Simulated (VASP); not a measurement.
# Cs (Im-3m) in VASP: further runs, part 2 of 2

VASP 6.6.1. Earlier steps stand in the parts before.

## 3. Single point, PBEsol+D3(BJ)

INCAR

```
SYSTEM = Cs
PREC = Accurate ; ENCUT = 500
EDIFF = 1E-6 ; ISMEAR = 0
SIGMA = 0.1 ; LREAL = .FALSE.
LASPH = .TRUE. ; NELM = 120
ALGO = Normal ; ISIF = 2
LWAVE = .FALSE. ; LCHARG = .FALSE.
GGA = PS ; IVDW = 12
NBANDS = 10 ; GGA_COMPAT = .FALSE.
```

KPOINTS

```
Automatic mesh
0
Gamma
  2 2 2
  0.25 0.25 0.25
```

POSCAR

```
Cs
1.0
   -3.1284650614      3.1284650614      3.1284650614
    3.1284650614     -3.1284650614      3.1284650614
    3.1284650614      3.1284650614     -3.1284650614
Cs
1
Direct
    0.0000000000      0.0000000000      0.0000000000
```

Potentials or basis: VASP PAW PBE potentials, release 64 (Cs_sv).

Command:

```bash
cat potpaw_PBE.64/Cs_sv/POTCAR > POTCAR
mpirun -np 1 vasp_std > vasp.out
```

Wall time 9.4 s (1 thread of Intel Xeon 8259CL, shared host); peak memory 0.22 GiB.

It converged, with:

| Item | Value |
| --- | --- |
| Free energy | -1.1880 eV |
| Pressure | -0.4 GPa |
| Dispersion energy per atom | -0.106 eV |

Levels at points of the mesh, in eV from the Fermi level:
```csv
k point,band 2,band 3,band 4,band 5,band 6,band 7
"(0.12, 0.12, 0.12)",-10.43,-10.37,-10.37,-0.46,1.86,1.86
```

Caveat: the k points lie up to 0.71 Å⁻¹ apart; the PAW data sets were made with another functional, which shifts forces and pressure a little; spin-orbit coupling is left out, which moves the levels of the heavy elements; pairwise dispersion overbinds metals, which lowers pressure and volume.

## 4. Single point, PBE

This run uses another cell than the first one, of 128.60 Å³/atom, 1.050 times its volume.

INCAR

```
SYSTEM = Cs
ALGO     = Normal         ! electronic algorithm
EDIFF    = 1E-6           ! SCF threshold, eV
ENCUT    = 500            ! plane-wave cutoff, eV
GGA      = PE             ! functional
GGA_COMPAT= .FALSE.      
ISIF     = 2              ! what is computed and relaxed
ISMEAR   = 0              ! smearing method
ISYM     = 0            
LASPH    = .TRUE.         ! aspherical terms in the spheres
LCHARG   = .FALSE.        ! write CHGCAR
LREAL    = .FALSE.        ! projectors in reciprocal space
LWAVE    = .FALSE.        ! write WAVECAR
NBANDS   = 10             ! bands
NELM     = 120            ! most SCF steps
PREC     = Accurate       ! precision mode
SIGMA    = 0.1            ! smearing width, eV
```

KPOINTS

```
k-points
0
G
  1 1 4
  0 0 0
```

POSCAR

```
Cs
1.0
   -3.1797604908      3.1797604908      3.1797604908
    3.1797604908     -3.1797604908      3.1797604908
    3.1797604908      3.1797604908     -3.1797604908
Cs
1
Direct
    0.0000000000      0.0000000000      0.0000000000
```

Potentials or basis: VASP PAW PBE potentials, release 64 (Cs_sv).

Command:

```bash
cat potpaw_PBE.64/Cs_sv/POTCAR > POTCAR
mpirun -np 1 vasp_std > vasp.out
```

OUTCAR:

```text
SYSTEM = Cs
   EDIFF = 1E-6
   ENCUT = 500
   GGA = PE
   ISIF = 2
   ISMEAR = 0
   ISYM = 0
   LASPH = .TRUE.
   LREAL = .FALSE.
   NELM = 120
   PREC = Accurate

 ion  position               nearest neighbor table
   1  0.000  0.000  0.000-

IMPORTANT INFORMATION: All symmetrisations will be switched off!
NOSYMM: (Re-)initialisation of all symmetry stuff for point group C_1.

----------------------------------------------------------------------------------------

                                     Primitive cell

  volume of cell :     128.6007

  direct lattice vectors                    reciprocal lattice vectors
    -3.179760491  3.179760491  3.179760491     0.000000000  0.157244548  0.157244548
     3.179760491 -3.179760491  3.179760491     0.157244548  0.000000000  0.157244548
     3.179760491  3.179760491 -3.179760491     0.157244548  0.157244548  0.000000000

  length of vectors
     5.507506726  5.507506726  5.507506726     0.222377372  0.222377372  0.222377372

  position of ions in fractional coordinates (direct lattice)
     0.000000000  0.000000000  0.000000000

  ion indices of the primitive-cell ions
   primitive index   ion index
                 1           1
[... 128 lines left out ...]
  band No.  band energies     occupation
      1     -23.6969      2.00000
      2     -10.4726      2.00000
      3     -10.4570      2.00000
      4     -10.4533      2.00000
      5      -1.3705      2.00000
      6       2.6222      0.00000
      7       2.6269      0.00000
      8       2.6329      0.00000
      9       3.4010      0.00000
     10       3.4013      0.00000
[... 14 lines left out ...]
 k-point     3 :       0.0000    0.0000    0.5000
  band No.  band energies     occupation
      1     -23.6930      2.00000
      2     -10.5655      2.00000
      3     -10.4887      2.00000
      4     -10.4532      2.00000
      5       0.2682      0.00000
      6       0.9666      0.00000
      7       1.8554      0.00000
      8       3.2071      0.00000
      9       3.8029      0.00000
     10       4.2898      0.00000

------------------------ aborting loop because EDIFF is reached ----------------------------------------

  FORCE on cell =-STRESS in cart. coord.  units (eV):
  Direction    XX          YY          ZZ          XY          YZ          ZX
  --------------------------------------------------------------------------------------
  -------------------------------------------------------------------------------------
  Total       -0.2027699     -0.2027664     -0.3725072     -0.0135213     -0.0000008      0.0000019
  in kB       -2.5262181     -2.5261743     -4.6408977     -0.1684564     -0.0000104      0.0000233
  external PRESSURE =      -3.2310967 kB  Pullay stress =       0.0000000 kB

 VOLUME and BASIS-vectors are now :
 -----------------------------------------------------------------------------
  energy-cutoff  :      500.00
  volume of cell :      128.60
      direct lattice vectors                 reciprocal lattice vectors
    -3.179760491  3.179760491  3.179760491     0.000000000  0.157244548  0.157244548
     3.179760491 -3.179760491  3.179760491     0.157244548  0.000000000  0.157244548
     3.179760491  3.179760491 -3.179760491     0.157244548  0.157244548  0.000000000

 POSITION                                       TOTAL-FORCE (eV/Angst)
 -----------------------------------------------------------------------------------
      0.00000      0.00000      0.00000        -0.000000      0.000000      0.000001
 -----------------------------------------------------------------------------------
    total drift:                               -0.000000      0.000000      0.000001

  FREE ENERGIE OF THE ION-ELECTRON SYSTEM (eV)
  ---------------------------------------------------
  free  energy   TOTEN  =        -1.4778860029 eV

  energy  without entropy=       -1.4496765238  energy(sigma->0) =       -1.46378126
```

OSZICAR:

```text
N       E                     dE             d eps       ncg     rms          rms(c)
DAV:   1     0.586292986992E+02    0.58629E+02   -0.29656E+03    60   0.599E+02
DAV:   2     0.478141994718E+01   -0.53848E+02   -0.53047E+02    74   0.112E+02
DAV:   3    -0.138413110221E+01   -0.61656E+01   -0.61583E+01    70   0.430E+01
DAV:   4    -0.147391612538E+01   -0.89785E-01   -0.89777E-01    66   0.631E+00
DAV:   5    -0.147449384371E+01   -0.57772E-03   -0.57772E-03    88   0.527E-01    0.131E-01
DAV:   6    -0.147612743905E+01   -0.16336E-02   -0.72193E-04    64   0.135E-01    0.948E-02
DAV:   7    -0.147786986793E+01   -0.17424E-02   -0.34056E-03    60   0.299E-01    0.191E-02
DAV:   8    -0.147788337715E+01   -0.13509E-04   -0.70824E-05    84   0.437E-02    0.399E-03
DAV:   9    -0.147788556057E+01   -0.21834E-05   -0.30695E-06    68   0.866E-03    0.215E-03
DAV:  10    -0.147788600295E+01   -0.44237E-06   -0.11229E-06    72   0.486E-03
   1 F= -.14778860E+01 E0= -.14637813E+01  d E =-.282095E-01
```

stdout:

```text
POSCAR found type information on POSCAR Cs
 POSCAR found :  1 types and       1 ions
 scaLAPACK will be used
 LDA part: xc-table for (Slater+PW92), standard interpolation
 -----------------------------------------------------------------------------
|                                                                             |
|           W    W    AA    RRRRR   N    N  II  N    N   GGGG   !!!           |
|           W    W   A  A   R    R  NN   N  II  NN   N  G    G  !!!           |
|           W    W  A    A  R    R  N N  N  II  N N  N  G       !!!           |
|           W WW W  AAAAAA  RRRRR   N  N N  II  N  N N  G  GGG   !            |
|           WW  WW  A    A  R   R   N   NN  II  N   NN  G    G                |
|           W    W  A    A  R    R  N    N  II  N    N   GGGG   !!!           |
|                                                                             |
|     Your reciprocal lattice and k-lattice belong to different lattice       |
|     classes:                                                                |
|                                                                             |
|        The reciprocal lattice is face-centered cubic,                       |
|        whereas your k-lattice is base centered orthorhombic.                |
|                                                                             |
|     Results are often still useful ...                                      |
|                                                                             |
 -----------------------------------------------------------------------------

 POSCAR, INCAR and KPOINTS ok, starting setup
 FFT: planning ... GRIDC
 FFT: planning ... GRID_SOFT
 FFT: planning ... GRID
 WAVECAR not read
 entering main loop
```

Wall time 11 s (1 thread of Intel Xeon 8259CL, shared host); peak memory 0.22 GiB.

What came out:

- Free energy: -1.4779 eV
- Pressure: -0.3 GPa

Caveat: the k points lie up to 1.40 Å⁻¹ apart; spin-orbit coupling is left out, which moves the levels of the heavy elements.

## 5. The runs side by side

| level | potentials or basis | cell | k mesh | smearing | gap on the mesh (eV) | pressure (GPa) |
| --- | --- | --- | --- | --- | --- | --- |
| LDA | VASP PAW LDA potentials, release 64 (Cs_sv) | a = 5.419 Å, angles 109.5°, 1 atom | 2 × 2 × 2 | fermi-dirac 0.1 eV | none | -0.8 |
| PBEsol+D3(BJ) | VASP PAW PBE potentials, release 64 (Cs_sv) | a = 5.419 Å, angles 109.5°, 1 atom | 2 × 2 × 2, shifted | gaussian 0.1 eV | none | -0.4 |
| PBE | VASP PAW PBE potentials, release 64 (Cs_sv) | a = 5.508 Å, angles 109.5°, 1 atom | 1 × 1 × 4 | gaussian 0.1 eV | none | -0.3 |

Alike in all rows: task single point; no spin polarisation; cutoff (eV) 500.

Caveats: all runs use coarse meshes; spin-orbit coupling is left out, which moves the levels of the heavy elements; the PAW data sets were made with another functional, which shifts forces and pressure a little (some runs); pairwise dispersion overbinds metals, which lowers pressure and volume (some runs).

Total energies depend on the potentials used, so only differences within one code and one set of settings carry meaning.
